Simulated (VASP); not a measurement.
# Cu (I4/mmm) in VASP: a series of runs

Cu is run at these levels: LDA; tasks: single point.

All numbers are computed with VASP 6.6.1; they aren't measurements. Logs are shortened: lines on timing, memory, paths and dates and some standing lists are left out, and cuts for length are marked.

### Step 1. The cell of the first run

It takes space group I4/mmm (No. 139, tetragonal). Conventional cell: a = 2.556 Å, b = 2.556 Å, c = 3.507 Å, α = 90.00°, β = 90.00°, γ = 90.00°. Cu (site symmetry 4/mmm) has 12 Cu at 2.52 to 2.56 Å within 3.3 Å.

### Step 2. Single point, LDA (strain +0.000 along x and y, -0.030 along z)

INCAR reads:

```
ALGO     = Fast           # electronic algorithm
EDIFF    = 1E-6           # SCF threshold, eV
ENCUT    = 520            # plane-wave cutoff, eV
GGA      = CA             # functional
ISIF     = 2              # what is computed and relaxed
ISMEAR   = 0              # smearing method
LASPH    = T              # aspherical terms in the spheres
LCHARG   = T              # write CHGCAR
LELF     = T              # ELF
LREAL    = F              # projectors in reciprocal space
LVHAR    = T            
LWAVE    = F              # write WAVECAR
NBANDS   = 12             # bands
NELM     = 100            # most SCF steps
PREC     = Accurate       # precision mode
SIGMA    = 0.15           # smearing width, eV
```

KPOINTS reads:

```
k-points
0
Gamma
  22 22 22
```

POSCAR reads:

```
Cu
1.0
    0.0000000000      1.8075000000      1.7532750000
    1.8075000000      0.0000000000      1.7532750000
    1.8075000000      1.8075000000      0.0000000000
Cu
1
Direct
    0.0000000000      0.0000000000      0.0000000000
```

Potentials or basis: VASP PAW LDA potentials, release 64 (Cu).

Started as:

```bash
$ cat potpaw_LDA.64/Cu/POTCAR > POTCAR
$ mpirun -np 1 vasp_std > vasp.out
```

OUTCAR:

```text
EDIFF = 1E-6
   ENCUT = 520
   GGA = CA
   ISIF = 2
   ISMEAR = 0
   LASPH = T
   LREAL = F
   NELM = 100
   PREC = Accurate

 ion  position               nearest neighbor table
   1  0.000  0.000  0.000-

  LATTYP: Found a body centered tetragonal cell.
 ALAT       =     2.5561910140
 C/A-ratio  =     1.3717871555

  Lattice vectors:

 A1 = (   0.0000000000,  -1.8075000000,  -1.7532750000)
 A2 = (   0.0000000000,   1.8075000000,  -1.7532750000)
 A3 = (   1.8075000000,   0.0000000000,   1.7532750000)

Analysis of symmetry for initial positions (statically):
=====================================================================
 Subroutine PRICEL returns:
 Original cell was already a primitive cell.

 Routine SETGRP: Setting up the symmetry group for a
 body centered tetragonal supercell.

 Subroutine GETGRP returns: Found 16 space group operations
 (whereof 16 operations were pure point group operations)
 out of a pool of 16 trial point group operations.

The static configuration has the point symmetry D_4h.

Analysis of symmetry for dynamics (positions and initial velocities):
=====================================================================
 Subroutine PRICEL returns:
 Original cell was already a primitive cell.

 Routine SETGRP: Setting up the symmetry group for a
 body centered tetragonal supercell.

 Subroutine GETGRP returns: Found 16 space group operations
 (whereof 16 operations were pure point group operations)
 out of a pool of 16 trial point group operations.

The dynamic configuration has the point symmetry D_4h.

 Subroutine INISYM returns: Found 16 space group operations
 (whereof 16 operations are pure point group operations),
 and found     1 'primitive' translations

----------------------------------------------------------------------------------------

                                     Primitive cell

  volume of cell :      11.4561

  direct lattice vectors                    reciprocal lattice vectors
     0.000000000  1.807500000  1.753275000    -0.276625173  0.276625173  0.285180591
     1.807500000  0.000000000  1.753275000     0.276625173 -0.276625173  0.285180591
     1.807500000  1.807500000  0.000000000     0.276625173  0.276625173 -0.285180591

  length of vectors
     2.518140083  2.518140083  2.556191014     0.484118727  0.484118727  0.484118727

  position of ions in fractional coordinates (direct lattice)
     0.000000000  0.000000000  0.000000000

  ion indices of the primitive-cell ions
   primitive index   ion index
                 1           1

[... 78 lines left out ...]
   ISYM   =      2    0-nonsym 1-usesym 2-fastsym
   POTIM  = 0.5000    time-step for ionic-motion
   TEBEG  =    0.0;   TEEND  =   0.0 temperature during run
   PSTRESS=    0.0 pullay stress
   NELECT =      11.0000    total number of electrons
   NUPDOWN=      -1.0000    fix difference up-down
   EMIN   =  10.00;   EMAX   =-10.00  energy-range for DOS
   EFERMI =   0.00;   METHOD = LEGACY
   ISMEAR =     0;   SIGMA  =   0.15  broadening in eV -4-tet -1-fermi 0-gaus
   EFERMI_NEDOS =   21; number of points for ismear=-14 and -15
   IALGO  =     68    algorithm
   IMIX   =      4    mixing-type and parameters
     AMIX     =   0.40;   BMIX     =  1.00
     AMIX_MAG =   1.60;   BMIX_MAG =  1.00
  volume/ion in A,a.u.               =      11.46        77.31
  Fermi-wavevector in a.u.,A,eV,Ry     =   1.615078  3.052055 35.490485  2.608477
  Thomas-Fermi vector in A             =   2.709884
   LORBIT       =      0    0 simple, 1 ext, 2 COOP (PROOUT), +10 PAW based schemes
   GGA     = CA    functional components
   LHFCALC =     F    Hartree Fock is set to
   AEXX    =    0.0000 exact exchange contribution
   IVDW    =     0    specifies the selected vdW correction
   LEPSILON=     F    determine dielectric tensor
   LRPA    =     F    only Hartree local field effects (RPA)
 non-spin polarized calculation
 RMM-DIIS sequential band-by-band and
 Gauss-broadening in eV      SIGMA  =   0.15
  energy-cutoff  :      520.00
  volume of cell :       11.46
 maximum number of plane-waves:       323
   NGX =  9   NGY =  9   NGZ =  9

 number of electron      11.0000008 magnetization

 Free energy of the ion-electron system (eV)
  ---------------------------------------------------
  ext. energy  EPLUGINS =         0.00000000
  ---------------------------------------------------
  free energy    TOTEN  =        -4.69638501 eV

  energy without entropy =       -4.69369148  energy(sigma->0) =       -4.69503825

 E-fermi :   7.7195     XC(G=0): -13.2813

 val. band max:        7.7075510944   @ k =   0.5000   0.1364   0.3182
 cond. band min:       7.7223974720   @ k =  -0.3182   0.1818   0.1364
 fundamental gap:      0.0148463776
 Fermi energy:         7.7195253104

 k-point     1 :       0.0000    0.0000    0.0000
  band No.  band energies     occupation
      1      -1.8562      2.00000
      2       4.5096      2.00000
      3       4.5096      2.00000
      4       4.6614      2.00000
      5       5.3571      2.00000
      6       5.5102      2.00000
      7      30.6697      0.00000
      8      33.3235      0.00000
      9      33.3235      0.00000
     10      33.4509      0.00000
     11      35.8766      0.00000
     12      35.9579      0.00000
[... 331 lines left out ...]
 k-point    24 :      -0.4545    0.0455    0.0000
  band No.  band energies     occupation
      1       2.4576      2.00000
      2       4.4792      2.00000
      3       4.5846      2.00000
      4       5.6803      2.00000
      5       6.0306      2.00000
      6       6.8654      2.00000
      7      11.9120      0.00000
      8      28.7393      0.00000
      9      29.3799      0.00000
     10      29.5830      0.00000
     11      33.2585      0.00000
     12      34.7242      0.00000

 [... further k-points ...]
[... 5 lines left out ...]
  --------------------------------------------------------------------------------------
  -------------------------------------------------------------------------------------
  Total       -0.5812161     -0.5812161     -0.4601710      0.0000000      0.0000000      0.0000000
  in kB      -81.2852188    -81.2852188    -64.3566113      0.0000000      0.0000000      0.0000000
  external PRESSURE =     -75.6423496 kB  Pullay stress =       0.0000000 kB

 VOLUME and BASIS-vectors are now :
 -----------------------------------------------------------------------------
  energy-cutoff  :      520.00
  volume of cell :       11.46
      direct lattice vectors                 reciprocal lattice vectors
     0.000000000  1.807500000  1.753275000    -0.276625173  0.276625173  0.285180591
     1.807500000  0.000000000  1.753275000     0.276625173 -0.276625173  0.285180591
     1.807500000  1.807500000  0.000000000     0.276625173  0.276625173 -0.285180591

 POSITION                                       TOTAL-FORCE (eV/Angst)
 -----------------------------------------------------------------------------------
      0.00000      0.00000      0.00000        -0.000000      0.000000      0.000000
 -----------------------------------------------------------------------------------
    total drift:                                0.000000     -0.000000      0.000000

  FREE ENERGIE OF THE ION-ELECTRON SYSTEM (eV)
  ---------------------------------------------------
  free  energy   TOTEN  =        -4.6963850114 eV

  energy  without entropy=       -4.6936914813  energy(sigma->0) =       -4.69503825
```

OSZICAR:

```text
N       E                     dE             d eps       ncg     rms          rms(c)
DAV:   1     0.413882396394E+02    0.41388E+02   -0.53895E+03 22492   0.158E+03
DAV:   2    -0.435851022248E+01   -0.45747E+02   -0.42221E+02 20600   0.206E+02
DAV:   3    -0.568761706435E+01   -0.13291E+01   -0.13198E+01 23308   0.401E+01
DAV:   4    -0.569603495835E+01   -0.84179E-02   -0.84166E-02 22632   0.281E+00
DAV:   5    -0.569611726539E+01   -0.82307E-04   -0.82307E-04 23736   0.283E-01    0.800E+00
RMM:   6    -0.507939322807E+01    0.61672E+00   -0.33621E+00 25066   0.347E+01    0.452E+00
RMM:   7    -0.471284807774E+01    0.36655E+00   -0.51048E-01 24932   0.131E+01    0.101E+00
RMM:   8    -0.469739081607E+01    0.15457E-01   -0.17453E-02 25784   0.151E+00    0.223E-01
RMM:   9    -0.469635760703E+01    0.10332E-02   -0.31392E-03 26900   0.953E-01    0.304E-02
RMM:  10    -0.469638971449E+01   -0.32107E-04   -0.53604E-04 26227   0.293E-01    0.274E-02
RMM:  11    -0.469638879024E+01    0.92425E-06   -0.99121E-05 27307   0.113E-01    0.193E-02
RMM:  12    -0.469638449199E+01    0.42982E-05   -0.16933E-05 27206   0.571E-02    0.240E-03
RMM:  13    -0.469638501141E+01   -0.51942E-06   -0.44958E-06 21216   0.200E-02
   1 F= -.46963850E+01 E0= -.46950382E+01  d E =-.269353E-02
```

stdout:

```text
POSCAR found type information on POSCAR Cu
 POSCAR found :  1 types and       1 ions
 scaLAPACK will be used
 LDA part: xc-table for (Slater(with rela. corr.)+CA(PZ))
 , standard interpolation
 POSCAR, INCAR and KPOINTS ok, starting setup
 FFT: planning ... GRIDC
 FFT: planning ... GRID_SOFT
 FFT: planning ... GRID
 WAVECAR not read
 entering main loop
WARNING in EDDRMM: call to ZHEGV failed, returncode =   6  3     10
WARNING in EDDRMM: call to ZHEGV failed, returncode =   6  3     10
WARNING in EDDRMM: call to ZHEGV failed, returncode =   6  3     11
```

It took 1.9 min on 1 thread of Intel Xeon Platinum 8488C (Sapphire Rapids), shared host; peak memory 0.21 GiB.

What came out:

| Quantity | Value |
| --- | --- |
| Free energy | -4.6964 eV |
| Pressure | -7.6 GPa |

Stress tensor (GPa, compression positive):
```
-8.13  0.00  0.00
 0.00 -8.13  0.00
 0.00  0.00 -6.44
```

Levels at points of the mesh, in eV from the Fermi level:
| k point | band 3 | band 4 | band 5 | band 6 | band 7 | band 8 | band 9 | band 10 |
| --- | --- | --- | --- | --- | --- | --- | --- | --- |
| (0.00, 0.00, 0.00) | -3.21 | -3.06 | -2.36 | -2.21 | 22.95 | 25.60 | 25.60 | 25.73 |
| (0.50, 0.00, 0.00) | -3.11 | -1.72 | -1.66 | -1.06 | 3.89 | 21.21 | 21.89 | 23.16 |
| (0.50, 0.50, 0.00) | -1.70 | -1.53 | -1.53 | 1.92 | 7.89 | 12.76 | 12.76 | 17.56 |
| (0.50, 0.00, 0.50) | -1.70 | -1.59 | -1.50 | 1.25 | 7.06 | 13.47 | 13.53 | 18.17 |

Caveat: the cell differs from its parent crystal (strain +0.000 along x and y, -0.030 along z).

(Part 1 of 2 ends here.)
